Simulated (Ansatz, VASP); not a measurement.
CdPtC6N6 in VASP and in Ansatz

File POSCAR:

```
CdPtC6N6
1.0
    0.0000000000      5.4730500000      5.4730500000
    5.4730500000      0.0000000000      5.4730500000
    5.4730500000      5.4730500000      0.0000000000
Cd Pt C N
1 1 6 6
Direct
    0.5000000000      0.5000000000      0.5000000000
    0.0000000000      0.0000000000      0.0000000000
    0.8167187910      0.1832812090      0.8167187910
    0.8167187910      0.1832812090      0.1832812090
    0.1832812090      0.8167187910      0.1832812090
    0.1832812090      0.8167187910      0.8167187910
    0.8167187910      0.8167187910      0.1832812090
    0.1832812090      0.1832812090      0.8167187910
    0.7109900483      0.2890099517      0.7109900483
    0.7109900483      0.2890099517      0.2890099517
    0.2890099517      0.7109900483      0.2890099517
    0.2890099517      0.7109900483      0.7109900483
    0.7109900483      0.7109900483      0.2890099517
    0.2890099517      0.2890099517      0.7109900483
```

INCAR.step1

```
SYSTEM = CdPtC6N6
  PREC = Accurate
  ENCUT = 520
  ISMEAR = -1
  SIGMA = 0.05
  LREAL = .False.
  LASPH = .True.
  NELM = 60
  NBANDS = 51
  GGA = PE
  ALGO = Normal
  EDIFF = 1E-4
  LWAVE = .True.
  LCHARG = .False.
```

File INCAR.step2:

```
SYSTEM = CdPtC6N6
  PREC = Accurate
  ENCUT = 520
  EDIFF = 1E-8
  ISMEAR = -1
  SIGMA = 0.05
  LREAL = .False.
  LASPH = .True.
  NELM = 60
  ALGO = Normal
  ISIF = 2
  LWAVE = .False.
  LCHARG = .False.
  METAGGA = R2SCAN
  LMIXTAU = .True.
  LEFG = .True.
  NBANDS = 51
  ISTART = 1
```

Contents of KPOINTS:

```
regular mesh
0
Gamma
  5 5 5
  0 0 0
```

Input for Ansatz:

```yaml
crystal:
  lattice:
    - [0.0, 5.47305, 5.47305]
    - [5.47305, 0.0, 5.47305]
    - [5.47305, 5.47305, 0.0]
  atoms:
    - { symbol: Cd, position: [0.5, 0.5, 0.5] }
    - { symbol: Pt, position: [0.0, 0.0, 0.0] }
    - { symbol: C, position: [0.816718791, 0.183281209, 0.816718791] }
    - { symbol: C, position: [0.816718791, 0.183281209, 0.183281209] }
    - { symbol: C, position: [0.183281209, 0.816718791, 0.183281209] }
    - { symbol: C, position: [0.183281209, 0.816718791, 0.816718791] }
    - { symbol: C, position: [0.816718791, 0.816718791, 0.183281209] }
    - { symbol: C, position: [0.183281209, 0.183281209, 0.816718791] }
    - { symbol: "N", position: [0.7109900483, 0.2890099517, 0.7109900483] }
    - { symbol: "N", position: [0.7109900483, 0.2890099517, 0.2890099517] }
    - { symbol: "N", position: [0.2890099517, 0.7109900483, 0.2890099517] }
    - { symbol: "N", position: [0.2890099517, 0.7109900483, 0.7109900483] }
    - { symbol: "N", position: [0.7109900483, 0.7109900483, 0.2890099517] }
    - { symbol: "N", position: [0.2890099517, 0.2890099517, 0.7109900483] }
kpoints:
  mp_grid: { grid: [5, 5, 5] }
scf:
  occupations: { method: fermi_dirac, width: 0.05 }
hamiltonian:
  xc: r2scan
  pseudopotentials: { kind: paw }
output:
  forces: true
  stress: true
  populations: true
  efg:
    quadrupole_moments_barn: { "N": 0.02044 }
    contact_densities: true
```

Alike in both runs: task electric field gradients; functional r2SCAN; k mesh 5 × 5 × 5; occupations fermi-dirac, width 0.05 eV; no spin polarisation.

```csv
,VASP,Ansatz
version,VASP 6.6.1,Ansatz 0.2.0
potentials or method,"VASP PAW PBE potentials, release 64 (Cd, Pt, C, N)","plane-wave PAW, scalar-relativistic"
plane-wave cutoff (eV),520,500
valence electrons in the cell,76,92
```

```csv
,VASP,Ansatz,Ansatz less VASP
gap on the k mesh at the Fermi level (eV),5.70,5.77,+0.069
pressure (GPa),0.4,-0.3,-0.70
rms of the force components (eV/Å),0.115,0.441,+0.3262
size of Vzz on the site where it differs most (V/Å²),55.5,41.7,-13.78
```

VASP's potentials were made for PBE, not for r2SCAN. Atom by atom the forces differ by 0.330 eV/Å (rms over components). One of these differences is far larger than is usual between the two programs; its cause wasn't traced. With one functional, cell and mesh, what is left measures potentials, basis and numerics. VASP's potentials hold 76 valence electrons a cell and Ansatz's 92, so a difference there can come from the potentials and not from the codes.

Neither program's run includes spin-orbit coupling. Noted on VASP's run: the standard files for N, O and F lose accuracy on very short bonds.
